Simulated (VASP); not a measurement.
# V (Pm-3m) in VASP: further runs

The runs below take V through single point, with RPBE.

Program: VASP 6.6.1. These are calculated values, not measurements. Logs are shortened: lines on timing, memory, paths and dates and some standing lists are left out, and cuts for length are marked.

## Step 1: The cell of the first run

Symmetry: Pm-3m, No. 221, cubic system. Conventional cell: a = 2.367 Å, b = 2.367 Å, c = 2.367 Å, α = 90.00°, β = 90.00°, γ = 90.00°. V (site symmetry m-3m) has 6 V at 2.37 Å within 3.1 Å.

## Step 2: Single point, RPBE (volume scaled by 0.88)

INCAR

```
PREC = Accurate
ENCUT = 520
EDIFF = 1E-6
ISMEAR = -1
SIGMA = 0.1
LREAL = F
LASPH = T
NELM = 100
ALGO = Normal
ISIF = 2
LWAVE = F
LCHARG = F
GGA = RP
NBANDS = 12
```

KPOINTS

```
Automatic mesh
0
Gamma
  14 14 14
```

POSCAR

```
V
1.0
    2.3672023980      0.0000000000      0.0000000000
    0.0000000000      2.3672023980      0.0000000000
    0.0000000000      0.0000000000      2.3672023980
V
1
Direct
    0.0000000000      0.0000000000      0.0000000000
```

Potentials or basis: VASP PAW PBE potentials, release 64 (V_sv).

On the command line:

```sh
$ cat potpaw_PBE.64/V_sv/POTCAR > POTCAR
$ mpirun -np 1 vasp_std > vasp.out
```

OUTCAR:

```text
PREC = Accurate
   ENCUT = 520
   EDIFF = 1E-6
   ISMEAR = -1
   LREAL = F
   LASPH = T
   NELM = 100
   ISIF = 2
   GGA = RP

 ion  position               nearest neighbor table
   1  0.000  0.000  0.000-

  LATTYP: Found a simple cubic cell.
 ALAT       =     2.3672023980

  Lattice vectors:

 A1 = (   2.3672023980,   0.0000000000,   0.0000000000)
 A2 = (   0.0000000000,   2.3672023980,   0.0000000000)
 A3 = (   0.0000000000,   0.0000000000,   2.3672023980)

Analysis of symmetry for initial positions (statically):
=====================================================================
 Subroutine PRICEL returns:
 Original cell was already a primitive cell.

 Routine SETGRP: Setting up the symmetry group for a
 simple cubic supercell.

 Subroutine GETGRP returns: Found 48 space group operations
 (whereof 48 operations were pure point group operations)
 out of a pool of 48 trial point group operations.

The static configuration has the point symmetry O_h .

Analysis of symmetry for dynamics (positions and initial velocities):
=====================================================================
 Subroutine PRICEL returns:
 Original cell was already a primitive cell.

 Routine SETGRP: Setting up the symmetry group for a
 simple cubic supercell.

 Subroutine GETGRP returns: Found 48 space group operations
 (whereof 48 operations were pure point group operations)
 out of a pool of 48 trial point group operations.

The dynamic configuration has the point symmetry O_h .

 Subroutine INISYM returns: Found 48 space group operations
 (whereof 48 operations are pure point group operations),
 and found     1 'primitive' translations

----------------------------------------------------------------------------------------

                                     Primitive cell

  volume of cell :      13.2650

  direct lattice vectors                    reciprocal lattice vectors
     2.367202398  0.000000000  0.000000000     0.422439586  0.000000000  0.000000000
     0.000000000  2.367202398  0.000000000     0.000000000  0.422439586  0.000000000
     0.000000000  0.000000000  2.367202398     0.000000000  0.000000000  0.422439586

  length of vectors
     2.367202398  2.367202398  2.367202398     0.422439586  0.422439586  0.422439586

  position of ions in fractional coordinates (direct lattice)
     0.000000000  0.000000000  0.000000000

  ion indices of the primitive-cell ions
   primitive index   ion index
                 1           1

----------------------------------------------------------------------------------------

 KPOINTS: Automatic mesh

Automatic generation of k-mesh.
 Grid dimensions read from file:
 generate k-points for:   14   14   14

 Generating k-lattice:

  Cartesian coordinates                     Fractional coordinates (reciprocal lattice)
     0.030174256  0.000000000  0.000000000     0.071428571  0.000000000  0.000000000
     0.000000000  0.030174256  0.000000000     0.000000000  0.071428571  0.000000000
     0.000000000  0.000000000  0.030174256     0.000000000  0.000000000  0.071428571

  Length of vectors
     0.030174256  0.030174256  0.030174256

  Shift w.r.t. Gamma in fractional coordinates (k-lattice)
     0.000000000  0.000000000  0.000000000

 Subroutine IBZKPT returns following result:
 ===========================================

 Found    120 irreducible k-points:

 Following reciprocal coordinates:
            Coordinates               Weight
  0.000000  0.000000  0.000000      1.000000
  0.071429  0.000000  0.000000      6.000000
  0.142857  0.000000  0.000000      6.000000
  0.214286  0.000000  0.000000      6.000000
  0.285714  0.000000  0.000000      6.000000
  0.357143  0.000000  0.000000      6.000000
[... 16 lines left out ...]
  0.285714  0.214286  0.000000     24.000000
  0.357143  0.214286  0.000000     24.000000
 [... further k-points ...]
   k-points           NKPTS =    120   k-points in BZ     NKDIM =    120   number of bands    NBANDS=     12
   number of dos      NEDOS =    301   number of ions     NIONS =      1
   total plane-waves  NPLWV =   5832
   dimension x,y,z NGX =    18 NGY =   18 NGZ =   18
   dimension x,y,z NGXF=    36 NGYF=   36 NGZF=   36
   ions per type =               1
   NGX,Y,Z   is equivalent  to a cutoff of  12.64, 12.64, 12.64 a.u.
   NGXF,Y,Z  is equivalent  to a cutoff of  25.28, 25.28, 25.28 a.u.
 SYSTEM =  unknown system
   PREC   = accura    normal or accurate (medium, high low for compatibility)
   ISTART =      0    job   : 0-new  1-cont  2-samecut
   ICHARG =      2    charge: 1-file 2-atom 10-const
   ISPIN  =      1    spin polarized calculation?
   LNONCOLLINEAR =      F non collinear calculations
   LSORBIT =      F    spin-orbit coupling
   LASPH  =      T    aspherical Exc in radial PAW
   ENCUT  =  520.0 eV  38.22 Ry    6.18 a.u.   4.40  4.40  4.40*2*pi/ulx,y,z
   NELM   =    100;   NELMIN=  2; NELMDL= -5     # of ELM steps
   EDIFF  = 0.1E-05   stopping-criterion for ELM
   LREAL  =      F    real-space projection
   EDIFFG = 0.1E-04   stopping-criterion for IOM
   NSW    =      0    number of steps for IOM
   IBRION =     -1    ionic relax: 0-MD 1-quasi-New 2-CG
   NFREE  =      0    steps in history (QN), initial steepest desc. (CG)
   ISIF   =      2    stress and relaxation
   ISYM   =      2    0-nonsym 1-usesym 2-fastsym
   POTIM  = 0.5000    time-step for ionic-motion
   TEBEG  =    0.0;   TEEND  =   0.0 temperature during run
   PSTRESS=    0.0 pullay stress
   NELECT =      13.0000    total number of electrons
   NUPDOWN=      -1.0000    fix difference up-down
   EMIN   =  10.00;   EMAX   =-10.00  energy-range for DOS
   EFERMI =   0.00;   METHOD = LEGACY
   ISMEAR =    -1;   SIGMA  =   0.10  broadening in eV -4-tet -1-fermi 0-gaus
   EFERMI_NEDOS =   21; number of points for ismear=-14 and -15
   IALGO  =     38    algorithm
   IMIX   =      4    mixing-type and parameters
     AMIX     =   0.40;   BMIX     =  1.00
     AMIX_MAG =   1.60;   BMIX_MAG =  1.00
  volume/ion in A,a.u.               =      13.26        89.52
  Fermi-wavevector in a.u.,A,eV,Ry     =   1.626125  3.072930 35.977642  2.644282
  Thomas-Fermi vector in A             =   2.719135
   LORBIT       =      0    0 simple, 1 ext, 2 COOP (PROOUT), +10 PAW based schemes
   GGA     = RP    functional components
   LHFCALC =     F    Hartree Fock is set to
   AEXX    =    0.0000 exact exchange contribution
   IVDW    =     0    specifies the selected vdW correction
   LEPSILON=     F    determine dielectric tensor
   LRPA    =     F    only Hartree local field effects (RPA)
 non-spin polarized calculation
  energy-cutoff  :      520.00
  volume of cell :       13.26
 maximum number of plane-waves:       368
 NGX is ok and might be reduce to    18
   NGX =  9   NGY =  9   NGZ =  9

 number of electron      13.0000019 magnetization

 Free energy of the ion-electron system (eV)
  ---------------------------------------------------
  ext. energy  EPLUGINS =         0.00000000
  ---------------------------------------------------
  free energy    TOTEN  =        -7.57047179 eV

  energy without entropy =       -7.52441834  energy(sigma->0) =       -7.54744507

 E-fermi :  10.2396     XC(G=0): -12.7514

 val. band max:       10.2130313420   @ k =   0.2857   0.2143   0.0714
 cond. band min:      10.2398139888   @ k =   0.5000   0.3571   0.2143
 fundamental gap:      0.0267826467
 Fermi energy:        10.2396051833

 k-point     1 :       0.0000    0.0000    0.0000
  band No.  band energies     occupation
      1     -53.7688      2.00000
      2     -26.7503      2.00000
      3     -26.7503      2.00000
      4     -26.7503      2.00000
      5       3.6040      2.00000
      6       7.7455      2.00000
      7       7.7455      2.00000
      8      14.1737      0.00000
      9      14.1737      0.00000
     10      14.1737      0.00000
     11      29.7665      0.00000
     12      29.7665      0.00000

 k-point     2 :       0.0714    0.0000    0.0000
  band No.  band energies     occupation
      1     -53.7574      2.00000
      2     -26.8233      2.00000
      3     -26.7441      2.00000
      4     -26.7441      2.00000
      5       3.7695      2.00000
      6       7.7854      2.00000
      7       7.8804      2.00000
      8      14.0376      0.00000
      9      14.0376      0.00000
     10      14.1839      0.00000
     11      28.4713      0.00000
     12      30.0260      0.00000

 k-point     3 :       0.1429    0.0000    0.0000
  band No.  band energies     occupation
      1     -53.7254      2.00000
      2     -27.0253      2.00000
      3     -26.7266      2.00000
      4     -26.7266      2.00000
      5       4.2417      2.00000
      6       7.8988      2.00000
      7       8.2669      2.00000
      8      13.6725      0.00000
      9      13.6725      0.00000
     10      14.2126      0.00000
     11      26.1260      0.00000
     12      30.7632      0.00000
[... 286 lines left out ...]
 k-point    23 :       0.2857    0.2143    0.0000
  band No.  band energies     occupation
      1     -53.5390      2.00000
      2     -27.5505      2.00000
      3     -27.2083      2.00000
      4     -26.6260      2.00000
      5       6.7028      2.00000
      6       8.7824      2.00000
      7      10.2006      1.19237
      8      12.2352      0.00000
      9      12.8167      0.00000
     10      13.4243      0.00000
     11      22.6302      0.00000
     12      26.3728      0.00000

 k-point    24 :       0.3571    0.2143    0.0000
  band No.  band energies     occupation
      1     -53.4923      2.00000
      2     -27.8154      2.00000
      3     -27.1758      2.00000
      4     -26.6011      2.00000
      5       7.2903      2.00000
      6       8.8134      2.00000
      7      10.3754      0.40916
      8      12.4242      0.00000
      9      12.8346      0.00000
     10      13.4818      0.00000
     11      20.8148      0.00000
     12      27.1932      0.00000

 [... further k-points ...]

------------------------ aborting loop because EDIFF is reached ----------------------------------------

  FORCE on cell =-STRESS in cart. coord.  units (eV):
  Direction    XX          YY          ZZ          XY          YZ          ZX
  --------------------------------------------------------------------------------------
  -------------------------------------------------------------------------------------
  Total        1.7909650      1.7909650      1.7909650      0.0000000      0.0000000     -0.0000000
  in kB      216.3174204    216.3174204    216.3174204      0.0000000      0.0000000     -0.0000000
  external PRESSURE =     216.3174204 kB  Pullay stress =       0.0000000 kB

 VOLUME and BASIS-vectors are now :
 -----------------------------------------------------------------------------
  energy-cutoff  :      520.00
  volume of cell :       13.26
      direct lattice vectors                 reciprocal lattice vectors
     2.367202398  0.000000000  0.000000000     0.422439586  0.000000000  0.000000000
     0.000000000  2.367202398  0.000000000     0.000000000  0.422439586  0.000000000
     0.000000000  0.000000000  2.367202398     0.000000000  0.000000000  0.422439586

 POSITION                                       TOTAL-FORCE (eV/Angst)
 -----------------------------------------------------------------------------------
      0.00000      0.00000      0.00000         0.000000      0.000000      0.000000
 -----------------------------------------------------------------------------------
    total drift:                               -0.000000      0.000000      0.000000

  FREE ENERGIE OF THE ION-ELECTRON SYSTEM (eV)
  ---------------------------------------------------
  free  energy   TOTEN  =        -7.5704717949 eV

  energy  without entropy=       -7.5244183420  energy(sigma->0) =       -7.54744507
```

It took 12 s on 1 thread of Intel Xeon 8259CL, shared host; peak memory 0.13 GiB.

What came out:

* Free energy: -7.5705 eV
* Pressure: 21.6 GPa

Caveat: the PAW data sets were made with another functional, which shifts forces and pressure a little.

## Step 3: Single point, RPBE (volume scaled by 0.96)

INCAR

```
  PREC = Accurate
  ENCUT = 520
  EDIFF = 1E-6
  ISMEAR = -1
  SIGMA = 0.1
  LREAL = False
  LASPH = True
  NELM = 60
  ALGO = Normal
  ISIF = 2
  LWAVE = False
  LCHARG = False
  GGA = RP
  NBANDS = 12
```

KPOINTS

```
regular mesh
0
Gamma
  14 14 14
```

POSCAR

```
V
1.0
    2.4368656100      0.0000000000      0.0000000000
    0.0000000000      2.4368656100      0.0000000000
    0.0000000000      0.0000000000      2.4368656100
V
1
Direct
    0.0000000000      0.0000000000      0.0000000000
```

Potentials or basis: VASP PAW PBE potentials, release 64 (V_sv).

On the command line:

```sh
$ cat potpaw_PBE.64/V_sv/POTCAR > POTCAR
$ mpirun -np 1 vasp_std > vasp.out
```

OUTCAR:

```text
PREC = Accurate
   ENCUT = 520
   EDIFF = 1E-6
   ISMEAR = -1
   LREAL = False
   LASPH = True
   NELM = 60
   ISIF = 2
   GGA = RP

 ion  position               nearest neighbor table
   1  0.000  0.000  0.000-

  LATTYP: Found a simple cubic cell.
 ALAT       =     2.4368656100

  Lattice vectors:

 A1 = (   2.4368656100,   0.0000000000,   0.0000000000)
 A2 = (   0.0000000000,   2.4368656100,   0.0000000000)
 A3 = (   0.0000000000,   0.0000000000,   2.4368656100)

Analysis of symmetry for initial positions (statically):
=====================================================================
 Subroutine PRICEL returns:
 Original cell was already a primitive cell.

 Routine SETGRP: Setting up the symmetry group for a
 simple cubic supercell.

 Subroutine GETGRP returns: Found 48 space group operations
 (whereof 48 operations were pure point group operations)
 out of a pool of 48 trial point group operations.

The static configuration has the point symmetry O_h .

Analysis of symmetry for dynamics (positions and initial velocities):
=====================================================================
 Subroutine PRICEL returns:
 Original cell was already a primitive cell.

 Routine SETGRP: Setting up the symmetry group for a
 simple cubic supercell.

 Subroutine GETGRP returns: Found 48 space group operations
 (whereof 48 operations were pure point group operations)
 out of a pool of 48 trial point group operations.

The dynamic configuration has the point symmetry O_h .

 Subroutine INISYM returns: Found 48 space group operations
 (whereof 48 operations are pure point group operations),
 and found     1 'primitive' translations

----------------------------------------------------------------------------------------
[... 113 lines left out ...]
  Fermi-wavevector in a.u.,A,eV,Ry     =   1.579638  2.985084 33.950042  2.495258
  Thomas-Fermi vector in A             =   2.679987
   LORBIT       =      0    0 simple, 1 ext, 2 COOP (PROOUT), +10 PAW based schemes
   GGA     = RP    functional components
   LHFCALC =     F    Hartree Fock is set to
   AEXX    =    0.0000 exact exchange contribution
   IVDW    =     0    specifies the selected vdW correction
   LEPSILON=     F    determine dielectric tensor
   LRPA    =     F    only Hartree local field effects (RPA)
 non-spin polarized calculation
  energy-cutoff  :      520.00
  volume of cell :       14.47
 maximum number of plane-waves:       405
   NGX =  9   NGY =  9   NGZ =  9

 number of electron      12.9999974 magnetization

 Free energy of the ion-electron system (eV)
  ---------------------------------------------------
  ext. energy  EPLUGINS =         0.00000000
  ---------------------------------------------------
  free energy    TOTEN  =        -7.67284086 eV

  energy without entropy =       -7.61869213  energy(sigma->0) =       -7.64576649

 E-fermi :   9.1489     XC(G=0): -12.2866

 val. band max:        9.1372541475   @ k =   0.4286   0.4286   0.2143
 cond. band min:       9.1615895415   @ k =   0.4286   0.2143   0.2143
 fundamental gap:      0.0243353940
 Fermi energy:         9.1489313922

 k-point     1 :       0.0000    0.0000    0.0000
  band No.  band energies     occupation
      1     -54.8696      2.00000
      2     -28.0295      2.00000
      3     -28.0295      2.00000
      4     -28.0295      2.00000
      5       2.7300      2.00000
      6       6.9484      2.00000
      7       6.9484      2.00000
      8      12.7110      0.00000
      9      12.7110      0.00000
     10      12.7110      0.00000
     11      27.5876      0.00000
     12      27.5876      0.00000
[... 331 lines left out ...]
 k-point    24 :       0.3571    0.2143    0.0000
  band No.  band energies     occupation
      1     -54.6666      2.00000
      2     -28.8602      2.00000
      3     -28.3620      2.00000
      4     -27.9147      2.00000
      5       6.3372      2.00000
      6       7.8810      1.99999
      7       9.2391      0.57727
      8      11.1708      0.00000
      9      11.4597      0.00000
     10      12.1024      0.00000
     11      18.8675      0.00000
     12      25.0703      0.00000

 [... further k-points ...]

------------------------ aborting loop because EDIFF is reached ----------------------------------------

  FORCE on cell =-STRESS in cart. coord.  units (eV):
  Direction    XX          YY          ZZ          XY          YZ          ZX
  --------------------------------------------------------------------------------------
  -------------------------------------------------------------------------------------
  Total        0.5813905      0.5813905      0.5813905     -0.0000000     -0.0000000      0.0000000
  in kB       64.3700408     64.3700408     64.3700408     -0.0000000     -0.0000000      0.0000000
  external PRESSURE =      64.3700408 kB  Pullay stress =       0.0000000 kB

 VOLUME and BASIS-vectors are now :
 -----------------------------------------------------------------------------
  energy-cutoff  :      520.00
  volume of cell :       14.47
      direct lattice vectors                 reciprocal lattice vectors
     2.436865610  0.000000000  0.000000000     0.410363212  0.000000000  0.000000000
     0.000000000  2.436865610  0.000000000     0.000000000  0.410363212  0.000000000
     0.000000000  0.000000000  2.436865610     0.000000000  0.000000000  0.410363212

 POSITION                                       TOTAL-FORCE (eV/Angst)
 -----------------------------------------------------------------------------------
      0.00000      0.00000      0.00000         0.000000      0.000000      0.000000
 -----------------------------------------------------------------------------------
    total drift:                               -0.000000      0.000000      0.000000

  FREE ENERGIE OF THE ION-ELECTRON SYSTEM (eV)
  ---------------------------------------------------
  free  energy   TOTEN  =        -7.6728408589 eV

  energy  without entropy=       -7.6186921310  energy(sigma->0) =       -7.64576649
```

Run time: 13 s. Hardware: 1 thread of Intel Xeon 8259CL, shared host; peak memory 0.13 GiB.

What came out:

```
Free energy : -7.6728 eV
Pressure    : 6.4 GPa
```

Levels at points of the mesh, in eV from the Fermi level:
| k point | band 4 | band 5 | band 6 | band 7 | band 8 | band 9 | band 10 | band 11 |
| --- | --- | --- | --- | --- | --- | --- | --- | --- |
| (0.00, 0.00, 0.00) | -37.18 | -6.42 | -2.20 | -2.20 | 3.56 | 3.56 | 3.56 | 18.44 |
| (0.50, 0.00, 0.00) | -37.08 | -2.26 | -1.42 | -0.23 | 1.54 | 1.54 | 3.75 | 7.87 |
| (0.50, 0.50, 0.00) | -36.99 | -3.65 | -0.72 | 1.98 | 1.98 | 4.79 | 6.20 | 6.20 |
| (0.50, 0.50, 0.50) | -37.95 | -1.99 | -1.99 | -1.99 | 4.90 | 4.90 | 10.31 | 13.64 |

Caveat: the PAW data sets were made with another functional, which shifts forces and pressure a little.

[end of part 1 of 2]
